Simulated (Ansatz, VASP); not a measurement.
# Two plane-wave programs on MgO

```xyz
4
Lattice="3.2457 0.0000 0.0000 -1.6228 2.8109 0.0000 0.0000 0.0000 5.3206" Properties=species:S:1:pos:R:3 pbc="T T T"
Mg    0.0000    1.8739    0.0195
Mg    1.6229    0.9370    2.6798
O     0.0000    1.8739    2.1333
O     1.6229    0.9370    4.7936
```

Alike in both runs: task single point; functional PBEsol; k mesh 9 × 9 × 6; occupations gaussian, width 0.05 eV; no spin polarisation.

```csv
,VASP,Ansatz
version,VASP 6.6.1,Ansatz 0.2.0
potentials or method,"VASP PAW PBE potentials, release 64 (Mg, O), cutoff 520 eV","scalar-relativistic, plane waves, PAW"
valence electrons in the cell,16,32
```

```csv
,VASP,Ansatz,Ansatz less VASP
gap on the k mesh at the Fermi level (eV),3.35,3.36,+0.004
least direct gap on the mesh (eV),3.35,3.36,+0.004
pressure (GPa),-1.3,-1.0,+0.30
"traceless stress, the component that is largest in VASP (GPa)",-8.33,-8.23,+0.105
rms of the force components (eV/Å),0.322,0.317,-0.0048
```

VASP's potentials were made for PBE, not for PBEsol, and Ansatz warns of the same on its side. Atom by atom the forces differ by 0.005 eV/Å (rms over components). VASP's potentials hold 16 valence electrons a cell and Ansatz's 32, so a difference there can come from the potentials and not from the codes.
